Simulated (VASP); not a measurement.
# Zn3Se2S in VASP: a series of runs, part 2 of 2

VASP 6.6.1.

## 3. Single point, PBE

This run uses another cell than the first one: it holds 6 atoms, not 12.

Contents of INCAR:

```
SYSTEM = Zn3Se2S
ALGO = Normal
EDIFF = 1E-6
ENCUT = 520
GGA = PE
ISIF = 2
ISMEAR = 0
LASPH = .TRUE.
LCHARG = .FALSE.
LREAL = .FALSE.
LWAVE = .FALSE.
NBANDS = 36
NELM = 80
PREC = Accurate
SIGMA = 0.02
```

Contents of KPOINTS:

```
k-points
0
G
  10 10 10
  0 0 0
```

Contents of POSCAR:

```
Zn3Se2S
1.0
   -1.9928330891      1.9928330891      8.4518954518
    1.9928330891     -1.9928330891      8.4518954518
    1.9928330891      1.9928330891     -8.4518954518
Zn Se S
3 2 1
Direct
    0.8275023201      0.8275023201      0.0000000000
    0.5000000000      0.5000000000      0.0000000000
    0.1724976799      0.1724976799      0.0000000000
    0.5862097099      0.0862097099      0.5000000000
    0.9137902901      0.4137902901      0.5000000000
    0.2500000000      0.7500000000      0.5000000000
```

Potentials or basis: VASP PAW PBE potentials, release 64 (Zn, Se, S).

Command:

```bash
> cat potpaw_PBE.64/Zn/POTCAR potpaw_PBE.64/Se/POTCAR potpaw_PBE.64/S/POTCAR > POTCAR
> mpirun -np 1 vasp_std > vasp.out
```

OUTCAR:

```text
SYSTEM = Zn3Se2S
   EDIFF = 1E-6
   ENCUT = 520
   GGA = PE
   ISIF = 2
   ISMEAR = 0
   LASPH = .TRUE.
   LREAL = .FALSE.
   NELM = 80
   PREC = Accurate

 ion  position               nearest neighbor table
   1  0.828  0.828  0.000-   6 2.38   6 2.38   5 2.47   5 2.47
   2  0.500  0.500  0.000-   4 2.47   5 2.47   4 2.47   5 2.47
   3  0.172  0.172  0.000-   6 2.38   6 2.38   4 2.47   4 2.47
   4  0.586  0.086  0.500-   2 2.47   2 2.47   3 2.47   3 2.47
   5  0.914  0.414  0.500-   2 2.47   2 2.47   1 2.47   1 2.47
   6  0.250  0.750  0.500-   1 2.38   3 2.38   1 2.38   3 2.38

  LATTYP: Found a body centered tetragonal cell.
 ALAT       =     3.9856661782
 C/A-ratio  =     4.2411456825

  Lattice vectors:

 A1 = (  -1.9928330891,   1.9928330891,   8.4518954518)
 A2 = (   1.9928330891,  -1.9928330891,   8.4518954518)
 A3 = (   1.9928330891,   1.9928330891,  -8.4518954518)

Analysis of symmetry for initial positions (statically):
=====================================================================
 Subroutine PRICEL returns:
 Original cell was already a primitive cell.

 Routine SETGRP: Setting up the symmetry group for a
 body centered tetragonal supercell.

 Subroutine GETGRP returns: Found  8 space group operations
 (whereof  8 operations were pure point group operations)
 out of a pool of 16 trial point group operations.

The static configuration has the point symmetry D_2d.

Analysis of symmetry for dynamics (positions and initial velocities):
=====================================================================
 Subroutine PRICEL returns:
 Original cell was already a primitive cell.

 Routine SETGRP: Setting up the symmetry group for a
 body centered tetragonal supercell.

 Subroutine GETGRP returns: Found  8 space group operations
 (whereof  8 operations were pure point group operations)
 out of a pool of 16 trial point group operations.

The dynamic configuration has the point symmetry D_2d.

 Subroutine INISYM returns: Found  8 space group operations
 (whereof  8 operations are pure point group operations),
 and found     1 'primitive' translations

----------------------------------------------------------------------------------------

                                     Primitive cell

  volume of cell :     134.2629

  direct lattice vectors                    reciprocal lattice vectors
    -1.992833089  1.992833089  8.451895452     0.000000000  0.250899086  0.059158328
     1.992833089 -1.992833089  8.451895452     0.250899086  0.000000000  0.059158328
     1.992833089  1.992833089 -8.451895452     0.250899086  0.250899086  0.000000000

  length of vectors
     8.909394153  8.909394153  8.909394153     0.257779089  0.257779089  0.354824890

  position of ions in fractional coordinates (direct lattice)
     0.827502320  0.827502320  0.000000000
     0.500000000  0.500000000  0.000000000
     0.172497680  0.172497680  0.000000000
     0.586209710  0.086209710  0.500000000
     0.913790290  0.413790290  0.500000000
     0.250000000  0.750000000  0.500000000

  ion indices of the primitive-cell ions
   primitive index   ion index
                 1           1
[... 33 lines left out ...]
            Coordinates               Weight
  0.000000  0.000000  0.000000      1.000000
  0.100000  0.000000  0.000000      8.000000
  0.200000  0.000000  0.000000      8.000000
  0.300000  0.000000  0.000000      8.000000
  0.400000 -0.000000  0.000000      8.000000
  0.500000 -0.000000  0.000000      4.000000
[... 16 lines left out ...]
  0.300000  0.300000  0.000000      8.000000
  0.400000  0.300000  0.000000     16.000000
 [... further k-points ...]
   k-points           NKPTS =    102   k-points in BZ     NKDIM =    102   number of bands    NBANDS=     36
   number of dos      NEDOS =    301   number of ions     NIONS =      6
   total plane-waves  NPLWV = 343000
   dimension x,y,z NGX =    70 NGY =   70 NGZ =   70
   dimension x,y,z NGXF=   140 NGYF=  140 NGZF=  140
   ions per type =               3   2   1
   NGX,Y,Z   is equivalent  to a cutoff of  13.06, 13.06, 13.06 a.u.
   NGXF,Y,Z  is equivalent  to a cutoff of  26.12, 26.12, 26.12 a.u.
 SYSTEM =  Zn3Se2S
   PREC   = accura    normal or accurate (medium, high low for compatibility)
   ISTART =      0    job   : 0-new  1-cont  2-samecut
   ICHARG =      2    charge: 1-file 2-atom 10-const
   ISPIN  =      1    spin polarized calculation?
   LNONCOLLINEAR =      F non collinear calculations
   LSORBIT =      F    spin-orbit coupling
   LASPH  =      T    aspherical Exc in radial PAW
   ENCUT  =  520.0 eV  38.22 Ry    6.18 a.u.  16.57 16.57 16.57*2*pi/ulx,y,z
   NELM   =     80;   NELMIN=  2; NELMDL= -5     # of ELM steps
   EDIFF  = 0.1E-05   stopping-criterion for ELM
   LREAL  =      F    real-space projection
   EDIFFG = 0.1E-04   stopping-criterion for IOM
   NSW    =      0    number of steps for IOM
   IBRION =     -1    ionic relax: 0-MD 1-quasi-New 2-CG
   NFREE  =      0    steps in history (QN), initial steepest desc. (CG)
   ISIF   =      2    stress and relaxation
   ISYM   =      2    0-nonsym 1-usesym 2-fastsym
   POTIM  = 0.5000    time-step for ionic-motion
   TEBEG  =    0.0;   TEEND  =   0.0 temperature during run
   PSTRESS=    0.0 pullay stress
   NELECT =      54.0000    total number of electrons
   NUPDOWN=      -1.0000    fix difference up-down
   EMIN   =  10.00;   EMAX   =-10.00  energy-range for DOS
   EFERMI =   0.00;   METHOD = LEGACY
   ISMEAR =     0;   SIGMA  =   0.02  broadening in eV -4-tet -1-fermi 0-gaus
   EFERMI_NEDOS =   21; number of points for ismear=-14 and -15
   IALGO  =     38    algorithm
   IMIX   =      4    mixing-type and parameters
     AMIX     =   0.40;   BMIX     =  1.00
     AMIX_MAG =   1.60;   BMIX_MAG =  1.00
  volume/ion in A,a.u.               =      22.38       151.01
  Fermi-wavevector in a.u.,A,eV,Ry     =   1.208428  2.283598 19.868562  1.460298
  Thomas-Fermi vector in A             =   2.344036
   LORBIT       =      0    0 simple, 1 ext, 2 COOP (PROOUT), +10 PAW based schemes
   GGA     = PE    functional components
   LHFCALC =     F    Hartree Fock is set to
   AEXX    =    0.0000 exact exchange contribution
   IVDW    =     0    specifies the selected vdW correction
   LEPSILON=     F    determine dielectric tensor
   LRPA    =     F    only Hartree local field effects (RPA)
 non-spin polarized calculation
 Gauss-broadening in eV      SIGMA  =   0.02
  energy-cutoff  :      520.00
  volume of cell :      134.26
 maximum number of plane-waves:      3679
 NGX is ok and might be reduce to    70

 number of electron      54.0000000 magnetization

 Free energy of the ion-electron system (eV)
  ---------------------------------------------------
  ext. energy  EPLUGINS =         0.00000000
  ---------------------------------------------------
  free energy    TOTEN  =       -18.86818494 eV

  energy without entropy =      -18.86818494  energy(sigma->0) =      -18.86818494

 E-fermi :   1.6628     XC(G=0):  -9.2873

 val. band max:        1.5525142013   @ k =   0.0000   0.0000   0.0000
 cond. band min:       2.9148801736   @ k =   0.0000   0.0000   0.0000
 fundamental gap:      1.3623659723
 Fermi energy:         1.6627861606

 k-point     1 :       0.0000    0.0000    0.0000
  band No.  band energies     occupation
      1     -11.5171      2.00000
      2     -10.7791      2.00000
      3     -10.7529      2.00000
      4      -4.9066      2.00000
      5      -4.8794      2.00000
      6      -4.8794      2.00000
[... 925 lines left out ...]
     35       8.9284      0.00000
     36       9.5883      0.00000

 [... further k-points ...]

------------------------ aborting loop because EDIFF is reached ----------------------------------------

  FORCE on cell =-STRESS in cart. coord.  units (eV):
  Direction    XX          YY          ZZ          XY          YZ          ZX
  --------------------------------------------------------------------------------------
  -------------------------------------------------------------------------------------
  Total        0.1753408      0.1753408      0.1757928      0.0000000      0.0000000     -0.0000000
  in kB        2.0923658      2.0923658      2.0977596      0.0000000      0.0000000     -0.0000000
  external PRESSURE =       2.0941637 kB  Pullay stress =       0.0000000 kB

 VOLUME and BASIS-vectors are now :
 -----------------------------------------------------------------------------
  energy-cutoff  :      520.00
  volume of cell :      134.26
      direct lattice vectors                 reciprocal lattice vectors
    -1.992833089  1.992833089  8.451895452     0.000000000  0.250899086  0.059158328
     1.992833089 -1.992833089  8.451895452     0.250899086  0.000000000  0.059158328
     1.992833089  1.992833089 -8.451895452     0.250899086  0.250899086  0.000000000

 POSITION                                       TOTAL-FORCE (eV/Angst)
 -----------------------------------------------------------------------------------
      0.00000      0.00000     13.98793         0.000000     -0.000000     -0.004873
      0.00000      0.00000      8.45190        -0.000000      0.000000      0.000000
      0.00000      0.00000      2.91586         0.000000     -0.000000      0.004873
      0.00000      1.99283      1.45727        -0.000000      0.000000      0.001595
      0.00000      1.99283      6.99462        -0.000000      0.000000     -0.001595
      1.99283     -0.00000      4.22595        -0.000000      0.000000      0.000000
 -----------------------------------------------------------------------------------
    total drift:                                0.000001     -0.000001     -0.000000

  FREE ENERGIE OF THE ION-ELECTRON SYSTEM (eV)
  ---------------------------------------------------
  free  energy   TOTEN  =       -18.8681849412 eV

  energy  without entropy=      -18.8681849412  energy(sigma->0) =      -18.86818494
```

Wall time 25 min (1 thread of AMD EPYC 9R45 (Zen 5), shared host); peak memory 0.92 GiB.

Results:

```
Free energy            : -18.8682 eV
Pressure               : 0.2 GPa
Largest force          : 0.005 eV/Å
Band gap on the k mesh : 1.36 eV
```

Forces on the atoms (eV/Å):
```
Zn   0.000  0.000 -0.005
Zn   0.000  0.000  0.000
Zn   0.000  0.000  0.005
Se   0.000  0.000  0.002
Se   0.000  0.000 -0.002
S    0.000  0.000  0.000
```
